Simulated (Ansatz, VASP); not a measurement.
**Two plane-wave programs on As**

```
As
1.0
     1.90399    1.09927    3.61837
    -1.90399    1.09927    3.61837
     0.00000   -2.19854    3.61837
As
2
Direct
  0.77394 0.77394 0.77394
  0.22606 0.22606 0.22606
```

Alike in both runs: functional PBE; k mesh 16 × 16 × 16; occupations gaussian, width 0.1 eV; no spin polarisation.

Ansatz relaxed the structure, and its values are those at the end. VASP's run is a single point on that final structure, the one shown.

|  | VASP | Ansatz |
| --- | --- | --- |
| version | VASP 6.6.1 | Ansatz 0.2.0 |
| potentials or method | VASP PAW PBE potentials, release 64 (As_d) | scalar-relativistic, plane waves, PAW |
| plane-wave cutoff (eV) | 600 | 420 |
| valence electrons in the cell | 30 | 30 |

```csv
,VASP,Ansatz,Ansatz less VASP
gap on the k mesh at the Fermi level (eV),none,none,-
pressure (GPa),0.1,0.0,-0.06
rms of the force components (eV/Å),0.008,0.000,-0.0080
```

A gap of «none» marks a metal or a gap that the smearing closes. With one functional, cell and mesh, what is left measures potentials, basis and numerics.
